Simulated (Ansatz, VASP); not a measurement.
## Two plane-wave programs on Ga2SiS

```xyz
4
Lattice="3.5707 0.0000 0.0000 -1.7854 3.0923 0.0000 0.0000 0.0000 6.6018" Properties=species:S:1:pos:R:3 pbc="T T T"
Ga    1.7854    1.0308    1.6677
Ga    1.7854    1.0308    4.9341
Si    0.0000    0.0000    3.3009
S     0.0000    2.0615    0.0000
```

Change from the starting cell: species swapped into the Co2SbAs type (P-6m2, No. 187).

Alike in both runs: functional PBE; k mesh 18 × 18 × 8; occupations gaussian, width 0.1 eV; no spin polarisation.

Ansatz relaxed the structure, and its values are those at the end. VASP's run is a single point on that final structure, the one shown.

```csv
,VASP,Ansatz
version,VASP 6.6.1,Ansatz 0.2.0
potentials or method,"VASP PAW PBE potentials, release 64 (Ga_d, Si, S), cutoff 520 eV","scalar-relativistic, plane waves, PAW"
valence electrons in the cell,36,36
```

```csv
,VASP,Ansatz,Ansatz less VASP
gap on the k mesh at the Fermi level (eV),none,none,-
pressure (GPa),0.1,0.0,-0.06
rms of the force components (eV/Å),0.003,0.000,-0.0033
```

A gap of «none» marks a metal or a gap that the smearing closes. With one functional, cell and mesh, what is left measures potentials, basis and numerics.
